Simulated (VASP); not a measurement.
# Dy3TaF2 (P6/mmm) in VASP: relaxation of cell and atoms with PBE

Aim: the relaxation of cell and atoms of Dy3TaF2 with PBE.

Program: VASP 6.6.1. These are calculated values, not measurements. Logs are shortened: lines on timing, memory, paths and dates and some standing lists are left out, and cuts for length are marked.

**1. The cell of the first run**

It takes space group P6/mmm (No. 191, hexagonal). The conventional cell has a = 6.727 Å, b = 6.727 Å, c = 2.959 Å, α = 90.00°, β = 90.00°, γ = 120.00°. Within 3.2 Å of Dy (site symmetry mmm) lie 4 F at 2.44 Å and 2 Dy at 2.96 Å. Within 3.9 Å of Ta (site symmetry 6/mmm) lie 2 Ta at 2.96 Å and 12 Dy at 3.67 Å and 6 F at 3.88 Å. Within 3.2 Å of F (site symmetry -6m2) lie 6 Dy at 2.44 Å and 2 F at 2.96 Å.

The cell was generated, and may not be a known phase.

**2. Relaxation of cell and atoms, PBE**

INCAR

```
ALGO = Normal
EDIFF = 1E-7
EDIFFG = -0.01
ENCUT = 600
GGA = PE
GGA_COMPAT = F
IBRION = 2
ISIF = 3
ISMEAR = 0
LASPH = T
LCHARG = F
LMAXMIX = 6
LREAL = F
LWAVE = F
NELM = 200
NELMIN = 4
NSW = 100
PREC = Accurate
SIGMA = 0.1
```

KPOINTS

```
k-points
0
Gamma
  6 6 12
```

POSCAR

```
Dy3TaF2
1.0
    6.7265858411      0.0000000000      0.0000000000
   -3.3632929205      5.8253942191      0.0000000000
    0.0000000000      0.0000000000      2.9586392585
Dy Ta F
3 1 2
Direct
    0.0000000000      0.5000000000      0.0000000000
    0.5000000000      0.0000000000      0.0000000000
    0.5000000000      0.5000000000      0.0000000000
    0.0000000000      0.0000000000      0.5000000000
    0.3333333333      0.6666666667      0.5000000000
    0.6666666667      0.3333333333      0.5000000000
```

Potentials or basis: VASP PAW PBE potentials, release 64 (Dy_3, Ta_pv, F), 4f in core.

On the command line:

```console
cat potpaw_PBE.64/Dy_3/POTCAR potpaw_PBE.64/Ta_pv/POTCAR potpaw_PBE.64/F/POTCAR > POTCAR
mpirun -np 1 vasp_std > vasp.out
```

OUTCAR:

```text
EDIFF = 1E-7
   EDIFFG = -0.01
   ENCUT = 600
   GGA = PE
   IBRION = 2
   ISIF = 3
   ISMEAR = 0
   LASPH = T
   LREAL = F
   NELM = 200
   NELMIN = 4
   NSW = 100
   PREC = Accurate

 ion  position               nearest neighbor table
   1  0.000  0.500  0.000-   5 2.44   6 2.44   5 2.44   6 2.44   2 3.36   2 3.36   3 3.36   3 3.36
                             4 3.67   4 3.67   4 3.67   4 3.67
   2  0.500  0.000  0.000-   5 2.44   6 2.44   5 2.44   6 2.44   3 3.36   3 3.36   1 3.36   1 3.36
                             4 3.67   4 3.67   4 3.67   4 3.67
   3  0.500  0.500  0.000-   5 2.44   6 2.44   5 2.44   6 2.44   2 3.36   2 3.36   1 3.36   1 3.36
                             4 3.67   4 3.67   4 3.67   4 3.67
   4  0.000  0.000  0.500-   1 3.67   1 3.67   1 3.67   1 3.67   3 3.67   3 3.67   3 3.67   3 3.67
                             2 3.67   2 3.67   2 3.67   2 3.67
   5  0.333  0.667  0.500-   2 2.44   2 2.44   1 2.44   1 2.44   3 2.44   3 2.44
   6  0.667  0.333  0.500-   2 2.44   2 2.44   1 2.44   1 2.44   3 2.44   3 2.44

  LATTYP: Found a hexagonal cell.
 ALAT       =     6.7265858411
 C/A-ratio  =     0.4398426376

  Lattice vectors:

 A1 = (   6.7265858411,   0.0000000000,   0.0000000000)
 A2 = (  -3.3632929205,   5.8253942191,   0.0000000000)
 A3 = (   0.0000000000,   0.0000000000,   2.9586392585)

Analysis of symmetry for initial positions (statically):
=====================================================================
 Subroutine PRICEL returns:
 Original cell was already a primitive cell.

 Routine SETGRP: Setting up the symmetry group for a
 hexagonal supercell.

 Subroutine GETGRP returns: Found 24 space group operations
 (whereof 24 operations were pure point group operations)
 out of a pool of 24 trial point group operations.

The static configuration has the point symmetry D_6h.

Analysis of symmetry for dynamics (positions and initial velocities):
=====================================================================
 Subroutine PRICEL returns:
 Original cell was already a primitive cell.

 Routine SETGRP: Setting up the symmetry group for a
 hexagonal supercell.

 Subroutine GETGRP returns: Found 24 space group operations
 (whereof 24 operations were pure point group operations)
 out of a pool of 24 trial point group operations.

The dynamic configuration has the point symmetry D_6h.

 Subroutine INISYM returns: Found 24 space group operations
 (whereof 24 operations are pure point group operations),
 and found     1 'primitive' translations

----------------------------------------------------------------------------------------

                                     Primitive cell

  volume of cell :     115.9343

  direct lattice vectors                    reciprocal lattice vectors
     6.726585841  0.000000000  0.000000000     0.148663828  0.085831101  0.000000000
    -3.363292921  5.825394219  0.000000000     0.000000000  0.171662202  0.000000000
     0.000000000  0.000000000  2.958639258     0.000000000  0.000000000  0.337993217

  length of vectors
     6.726585841  6.726585841  2.958639258     0.171662202  0.171662202  0.337993217

  position of ions in fractional coordinates (direct lattice)
     1.000000000  0.500000000  0.000000000
     0.500000000  0.000000000  0.000000000
     0.500000000  0.500000000  0.000000000
     0.000000000  0.000000000  0.500000000
     0.333333333  0.666666667  0.500000000
     0.666666667  0.333333333  0.500000000

  ion indices of the primitive-cell ions
   primitive index   ion index
                 1           1
                 2           2
                 3           3
                 4           4
                 5           5
                 6           6

----------------------------------------------------------------------------------------

 KPOINTS: k-points

Automatic generation of k-mesh.
 Grid dimensions read from file:
 generate k-points for:    6    6   12

 Generating k-lattice:

  Cartesian coordinates                     Fractional coordinates (reciprocal lattice)
     0.024777305  0.014305184  0.000000000     0.166666667 -0.000000000  0.000000000
     0.000000000  0.028610367  0.000000000     0.000000000  0.166666667  0.000000000
     0.000000000  0.000000000  0.028166101     0.000000000  0.000000000  0.083333333

  Length of vectors
     0.028610367  0.028610367  0.028166101

  Shift w.r.t. Gamma in fractional coordinates (k-lattice)
     0.000000000  0.000000000  0.000000000

 Subroutine IBZKPT returns following result:
 ===========================================

 Found     49 irreducible k-points:

 Following reciprocal coordinates:
            Coordinates               Weight
  0.000000  0.000000  0.000000      1.000000
  0.166667 -0.000000  0.000000      6.000000
  0.333333 -0.000000  0.000000      6.000000
  0.500000 -0.000000  0.000000      3.000000
  0.166667  0.166667  0.000000      6.000000
  0.333333  0.166667  0.000000     12.000000
[... 16 lines left out ...]
  0.166667 -0.000000  0.250000     12.000000
  0.333333 -0.000000  0.250000     12.000000
 [... further k-points ...]
   k-points           NKPTS =     49   k-points in BZ     NKDIM =     49   number of bands    NBANDS=     31
   number of dos      NEDOS =    301   number of ions     NIONS =      6
   total plane-waves  NPLWV =  69984
   dimension x,y,z NGX =    54 NGY =   54 NGZ =   24
   dimension x,y,z NGXF=   108 NGYF=  108 NGZF=   48
   ions per type =               3   1   2
   NGX,Y,Z   is equivalent  to a cutoff of  13.35, 13.35, 13.49 a.u.
   NGXF,Y,Z  is equivalent  to a cutoff of  26.69, 26.69, 26.97 a.u.
 SYSTEM =  unknown system
   PREC   = accura    normal or accurate (medium, high low for compatibility)
   ISTART =      0    job   : 0-new  1-cont  2-samecut
   ICHARG =      2    charge: 1-file 2-atom 10-const
   ISPIN  =      1    spin polarized calculation?
   LNONCOLLINEAR =      F non collinear calculations
   LSORBIT =      F    spin-orbit coupling
   LASPH  =      T    aspherical Exc in radial PAW
   ENCUT  =  600.0 eV  44.10 Ry    6.64 a.u.  13.43 13.43  5.91*2*pi/ulx,y,z
   NELM   =    200;   NELMIN=  4; NELMDL= -5     # of ELM steps
   EDIFF  = 0.1E-06   stopping-criterion for ELM
   LREAL  =      F    real-space projection
   EDIFFG = -.1E-01   stopping-criterion for IOM
   NSW    =    100    number of steps for IOM
   IBRION =      2    ionic relax: 0-MD 1-quasi-New 2-CG
   NFREE  =      1    steps in history (QN), initial steepest desc. (CG)
   ISIF   =      3    stress and relaxation
   ISYM   =      2    0-nonsym 1-usesym 2-fastsym
   POTIM  = 0.5000    time-step for ionic-motion
   TEBEG  =    0.0;   TEEND  =   0.0 temperature during run
   PSTRESS=    0.0 pullay stress
   NELECT =      52.0000    total number of electrons
   NUPDOWN=      -1.0000    fix difference up-down
   EMIN   =  10.00;   EMAX   =-10.00  energy-range for DOS
   EFERMI =   0.00;   METHOD = LEGACY
   ISMEAR =     0;   SIGMA  =   0.10  broadening in eV -4-tet -1-fermi 0-gaus
   EFERMI_NEDOS =   21; number of points for ismear=-14 and -15
   IALGO  =     38    algorithm
   IMIX   =      4    mixing-type and parameters
     AMIX     =   0.40;   BMIX     =  1.00
     AMIX_MAG =   1.60;   BMIX_MAG =  1.00
  volume/ion in A,a.u.               =      19.32       130.39
  Fermi-wavevector in a.u.,A,eV,Ry     =   1.253156  2.368122 21.366602  1.570401
  Thomas-Fermi vector in A             =   2.387023
   LORBIT       =      0    0 simple, 1 ext, 2 COOP (PROOUT), +10 PAW based schemes
   GGA     = PE    functional components
   LHFCALC =     F    Hartree Fock is set to
   AEXX    =    0.0000 exact exchange contribution
   IVDW    =     0    specifies the selected vdW correction
   LEPSILON=     F    determine dielectric tensor
   LRPA    =     F    only Hartree local field effects (RPA)
 conjugate gradient relaxation of ions
 non-spin polarized calculation
 Gauss-broadening in eV      SIGMA  =   0.10
  energy-cutoff  :      600.00
  volume of cell :      115.93
 maximum number of plane-waves:      3912
 NGX is ok and might be reduce to    54
   NGX = 27   NGY = 27   NGZ = 11

--------------------------------------- Ionic step        1  -------------------------------------------

 number of electron      52.0000001 magnetization

 Free energy of the ion-electron system (eV)
  ---------------------------------------------------
  ext. energy  EPLUGINS =         0.00000000
  ---------------------------------------------------
  free energy    TOTEN  =       -35.02263636 eV

  energy without entropy =      -34.99636985  energy(sigma->0) =      -35.00950310

------------------------ aborting loop because EDIFF is reached ----------------------------------------

  FORCE on cell =-STRESS in cart. coord.  units (eV):
  Direction    XX          YY          ZZ          XY          YZ          ZX
  --------------------------------------------------------------------------------------
  -------------------------------------------------------------------------------------
  Total        0.6620764      0.6620764     -0.8756782      0.0000000     -0.0000000      0.0000000
  in kB        9.1496953      9.1496953    -12.1016086      0.0000000     -0.0000000      0.0000000
  external PRESSURE =       2.0659273 kB  Pullay stress =       0.0000000 kB

 VOLUME and BASIS-vectors are now :
 -----------------------------------------------------------------------------
  energy-cutoff  :      600.00
  volume of cell :      115.93
      direct lattice vectors                 reciprocal lattice vectors
     6.726585841  0.000000000  0.000000000     0.148663828  0.085831101  0.000000000
    -3.363292921  5.825394219  0.000000000     0.000000000  0.171662202  0.000000000
     0.000000000  0.000000000  2.958639258     0.000000000  0.000000000  0.337993217
[... 41 lines left out ...]
 POSITION                                       TOTAL-FORCE (eV/Angst)
 -----------------------------------------------------------------------------------
      5.07180      2.92820      2.93781         0.000000     -0.000000      0.000000
      3.38120      0.00000      2.93781         0.000000     -0.000000      0.000000
      1.69060      2.92820      2.93781         0.000000     -0.000000      0.000000
      6.76239      0.00000      1.46890         0.000000      0.000000      0.000000
     -0.00000      3.90427      1.46890         0.000000     -0.000000      0.000000
      3.38120      1.95214      1.46890        -0.000000      0.000000      0.000000
 -----------------------------------------------------------------------------------
    total drift:                                0.000000      0.000000      0.000000

  FREE ENERGIE OF THE ION-ELECTRON SYSTEM (eV)
  ---------------------------------------------------
  free  energy   TOTEN  =       -35.0316169462 eV

  energy  without entropy=      -35.0063427366  energy(sigma->0) =      -35.01897984

--------------------------------------- Ionic step        3  -------------------------------------------

 number of electron      51.9999999 magnetization

 Free energy of the ion-electron system (eV)
  ---------------------------------------------------
  ext. energy  EPLUGINS =         0.00000000
  ---------------------------------------------------
  free energy    TOTEN  =       -35.03275394 eV

  energy without entropy =      -35.00780212  energy(sigma->0) =      -35.02027803

 E-fermi :   4.6457     XC(G=0): -10.8530

 val. band max:        4.6394910330   @ k =   0.3333  -0.0000   0.0000
 cond. band min:       4.6508708973   @ k =   0.3333   0.1667   0.0833
 fundamental gap:      0.0113798642
 Fermi energy:         4.6456542564

 k-point     1 :       0.0000    0.0000    0.0000
  band No.  band energies     occupation
      1     -29.7873      2.00000
      2     -29.7873      2.00000
      3     -29.5123      2.00000
      4     -23.7339      2.00000
      5     -22.9647      2.00000
      6     -19.4537      2.00000
[... 805 lines left out ...]
     30       6.1863      0.00000
     31       6.3577      0.00000

 [... further k-points ...]

------------------------ aborting loop because EDIFF is reached ----------------------------------------

  FORCE on cell =-STRESS in cart. coord.  units (eV):
  Direction    XX          YY          ZZ          XY          YZ          ZX
  --------------------------------------------------------------------------------------
  -------------------------------------------------------------------------------------
  Total        0.0143395      0.0143395     -0.0112113      0.0000000      0.0000000      0.0000000
  in kB        0.1971339      0.1971339     -0.1541289      0.0000000      0.0000000      0.0000000
  external PRESSURE =       0.0800463 kB  Pullay stress =       0.0000000 kB

 VOLUME and BASIS-vectors are now :
 -----------------------------------------------------------------------------
  energy-cutoff  :      600.00
  volume of cell :      116.54
      direct lattice vectors                 reciprocal lattice vectors
     6.779680495  0.000000000  0.000000000     0.147499576  0.085158920  0.000000000
    -3.389840247  5.871375538  0.000000000    -0.000000000  0.170317840  0.000000000
     0.000000000 -0.000000000  2.927751628     0.000000000 -0.000000000  0.341559028

 POSITION                                       TOTAL-FORCE (eV/Angst)
 -----------------------------------------------------------------------------------
     -1.69492      2.93569      0.00000        -0.000000      0.000000      0.000000
      3.38984      0.00000      0.00000        -0.000000      0.000000      0.000000
      1.69492      2.93569      0.00000        -0.000000     -0.000000      0.000000
     -0.00000     -0.00000      1.46388        -0.000000      0.000000      0.000000
     -0.00000      3.91425      1.46388         0.000000     -0.000000      0.000000
      3.38984      1.95713      1.46388        -0.000000      0.000000     -0.000000
 -----------------------------------------------------------------------------------
    total drift:                                0.000000      0.000000      0.000000

  FREE ENERGIE OF THE ION-ELECTRON SYSTEM (eV)
  ---------------------------------------------------
  free  energy   TOTEN  =       -35.0327539443 eV

  energy  without entropy=      -35.0078021223  energy(sigma->0) =      -35.02027803

 reached required accuracy - stopping structural energy minimisation
```

It took 8.1 min on 1 thread of Intel Xeon Platinum 8488C (Sapphire Rapids), shared host; peak memory 0.41 GiB.

What came out:

```yaml
Free_energy: -35.0328 eV
Relaxed_volume: 19.42 Å³/atom
Relaxed_cell: a = 6.780 Å, b = 6.780 Å, c = 2.928 Å, α = 90.00°, β = 90.00°, γ = 120.00°
Space_group_after_relaxing_to_0.1_Å: P6/mmm (No. 191)
Energy_gained_by_relaxing: 1.7 meV/atom
Ionic_steps: 3
Pressure_after_relaxing: 0.0 GPa
Band_gap_on_the_k_mesh: zero (bands 26 and 27 overlap by 1.71 eV)
```

Step by step:
| step | energy change (eV) | largest force (eV/Å) | pressure (GPa) | volume (Å³) |
| --- | --- | --- | --- | --- |
| 1 | 0.0000 | 0.0000 | 0.21 | 115.93 |
| 2 | -0.0090 | 0.0000 | 0.05 | 116.35 |
| 3 | -0.0101 | 0.0000 | 0.01 | 116.54 |

Final structure:
```xyz
6
Lattice="6.7797 0.0000 0.0000 -3.3898 5.8714 0.0000 0.0000 0.0000 2.9278" Properties=species:S:1:pos:R:3 pbc="T T T"
Dy   -1.6949    2.9357    0.0000
Dy    3.3898    0.0000    0.0000
Dy    1.6949    2.9357    0.0000
Ta    0.0000    0.0000    1.4639
F     0.0000    3.9142    1.4639
F     3.3898    1.9571    1.4639
```

Levels at points of the mesh, in eV from the Fermi level:
| k point | band 23 | band 24 | band 25 | band 26 | band 27 | band 28 |
| --- | --- | --- | --- | --- | --- | --- |
| (0.00, 0.00, 0.00) | -1.55 | -1.55 | -1.25 | -0.76 | -0.76 | 0.61 |
| (0.50, 0.00, 0.00) | -1.61 | -1.19 | -0.89 | -0.65 | -0.45 | -0.41 |
| (0.00, 0.00, 0.50) | -0.87 | -0.87 | -0.66 | -0.30 | 0.21 | 0.21 |
| (0.50, 0.00, 0.50) | -1.26 | -0.38 | -0.37 | 0.60 | 0.62 | 0.98 |

Caveat: spin-orbit coupling is left out, which moves the levels of the heavy elements; the 4f electrons are frozen in the core, so they carry no moment and show no levels; the run has no spin polarisation, though such a crystal can be magnetic. With open d or f shells a metallic result of PBE can be an artefact of self-interaction; +U or a hybrid may open a gap.
